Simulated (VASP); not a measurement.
A run of VASP 6.6.1 is set up as follows.

File INCAR:

```
PREC     = Accurate       # precision mode
ENCUT    = 520            # plane-wave cutoff, eV
EDIFF    = 1E-6           # SCF threshold, eV
ISMEAR   = 0              # smearing method
SIGMA    = 0.1            # smearing width, eV
LREAL    = F              # projectors in reciprocal space
LASPH    = T              # aspherical terms in the spheres
NELM     = 80             # most SCF steps
ALGO     = Normal         # electronic algorithm
ISIF     = 2              # what is computed and relaxed
LWAVE    = F              # write WAVECAR
LCHARG   = F              # write CHGCAR
GGA      = PE             # functional
NBANDS   = 38             # bands
```

Contents of KPOINTS:

```
regular mesh
0
Gamma
  6 6 6
```

The input POSCAR:

```
PrHRh3
1.0
    2.9531482532      1.7050009389      2.4153627048
   -2.9531482532      1.7050009389      2.4153627048
    0.0000000000     -3.4100018778      2.4153627049
Pr H Rh
1 1 3
Direct
    0.9948584604      0.9948584604      0.9948584604
    0.5696570666      0.5696570666      0.5696570666
    0.4931433376      0.0028636177      0.4931433376
    0.4931433376      0.4931433376      0.0028636177
    0.0028636177      0.4931433376      0.4931433376
```

Potentials or basis: VASP PAW PBE potentials, release 64 (Pr, H, Rh_pv).

The run is started by

```sh
$ cat potpaw_PBE.64/Pr/POTCAR potpaw_PBE.64/H/POTCAR potpaw_PBE.64/Rh_pv/POTCAR > POTCAR
$ mpirun -np 1 vasp_std > vasp.out
```

Question: What does it give for the pressure?

Answer: -8.7 GPa.

Question: What does it give for the largest force?

Answer: 0.180 eV/Å.

Forces in eV/Å, atoms in the order of the input:
```
Pr   0.000  0.000  0.180
H    0.000  0.000 -0.007
Rh   0.049 -0.028 -0.058
Rh   0.000  0.057 -0.058
Rh  -0.049 -0.028 -0.058
```

Caveat: spin-orbit coupling is left out, which moves the levels of the heavy elements; without U or exact exchange the open f shell lies at the Fermi level, which spoils levels, moments and volumes. Spin polarisation is off, so any magnetic state and its effect on volume and gap are missing.
